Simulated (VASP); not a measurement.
## Re: single point with PBEsol

Re:

```xyz
2
Lattice="-1.8979 1.5593 1.3913 1.5593 -1.8979 1.3913 3.5133 3.5133 -2.0114" Properties=species:S:1:pos:R:3 pbc="T T T"
Re    1.7595    4.9285   -0.6202
Re    0.5790    2.5957    0.3855
```

```json
{"Program": "VASP 6.6.1", "Task": "single point", "Functional": "PBEsol", "Potentials or basis": "VASP PAW PBE potentials, release 64 (Re)", "Cutoff": "520 eV", "k mesh": "17 × 17 × 8", "Occupations": "fermi-dirac, width 0.1 eV", "Spin": "no spin polarisation", "Dipole correction": "no", "Further INCAR settings": "ALGO = Normal; EDIFF = 1e-06; NBANDS = 14"}
```

The pressure is -25.8 GPa. The band gap on the k mesh is zero (bands 7 and 8 overlap by 2.91 eV).

Stress tensor (GPa, compression positive):
```
-25.81  -0.23  -0.02
 -0.23 -25.81  -0.02
 -0.02  -0.02 -25.74
```

Levels at points of the mesh, in eV from the Fermi level:
```csv
k point,band 3,band 4,band 5,band 6,band 7,band 8,band 9,band 10,band 11,band 12
"(0.00, 0.00, 0.00)",-1.43,-1.42,-1.42,-0.67,-0.67,0.17,0.18,0.51,3.07,3.07
"(0.00, 0.00, 0.50)",-2.19,-2.19,-1.55,-1.55,-1.54,-1.54,2.31,2.31,2.31,2.31
```

Run time: 6.5 min on 1 thread of AMD EPYC 7R13, on a shared host, peak memory 0.33 GiB.

Caveat: the cell stands under tension; the PAW data sets were made with another functional, which shifts forces and pressure a little; spin-orbit coupling is left out, which moves the levels of the heavy elements.
